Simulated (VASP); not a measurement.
AlNi3: single point with LDA

The system is AlNi3.

```xyz
4
Lattice="0.0000 2.7640 2.7640 2.7640 0.0000 2.7640 2.7640 2.7640 0.0000" Properties=species:S:1:pos:R:3 pbc="T T T"
Ni    4.1460    4.1460    4.1460
Ni    0.0000    0.0000    0.0000
Ni    1.3820    1.3820    1.3820
Al    2.7640    2.7640    2.7640
```

This cell differs from its parent crystal: volume scaled by 0.96.

```yaml
Program: VASP 6.6.1
Task: single point
Functional: LDA
Potentials_or_basis: VASP PAW LDA potentials, release 64 (Ni, Al)
Cutoff: 520 eV
k_mesh: 8 × 8 × 8
Occupations: fermi-dirac, width 0.05 eV
Spin: collinear spin, ferromagnetic start
Starting_moments: "[1.0, 1.0, 1.0, 0.0] μB"
Dipole_correction: no
Further_INCAR_settings: ALGO = Fast; EDIFF = 1e-06; NBANDS = 28
```

The pressure is 1.2 GPa and the net moment is 0.00 μB per cell. The valence electrons inside the program's atomic spheres are Ni 9.55, 9.50; Al 0.85.

Levels at points of the mesh, in eV from the Fermi level:
Spin up:
```
           k point  band 14  band 15  band 16  band 17  band 18  band 19
(0.00, 0.00, 0.00)    -0.59    -0.54    -0.54     5.63     5.63     5.63
(0.50, 0.00, 0.00)    -0.68    -0.50    -0.50    -0.15     4.48     4.48
(0.50, 0.50, 0.00)    -0.80    -0.62    -0.37    -0.37    -0.37    -0.02
```
Spin down:
| k point | band 13 | band 14 | band 15 | band 16 | band 17 | band 18 | band 19 | band 20 |
| --- | --- | --- | --- | --- | --- | --- | --- | --- |
| (0.00, 0.00, 0.00) | -0.59 | -0.59 | -0.54 | -0.54 | 5.63 | 5.63 | 5.63 | 6.16 |
| (0.50, 0.00, 0.00) | -0.68 | -0.68 | -0.50 | -0.50 | -0.15 | 4.48 | 4.48 | 5.03 |
| (0.50, 0.50, 0.00) | -1.12 | -0.80 | -0.62 | -0.37 | -0.37 | -0.37 | -0.02 | 4.48 |

Wall time 2.3 min on 1 thread of Intel(R) Xeon(R) Platinum 8488C (Sapphire Rapids), on a shared host, peak memory 0.18 GiB.
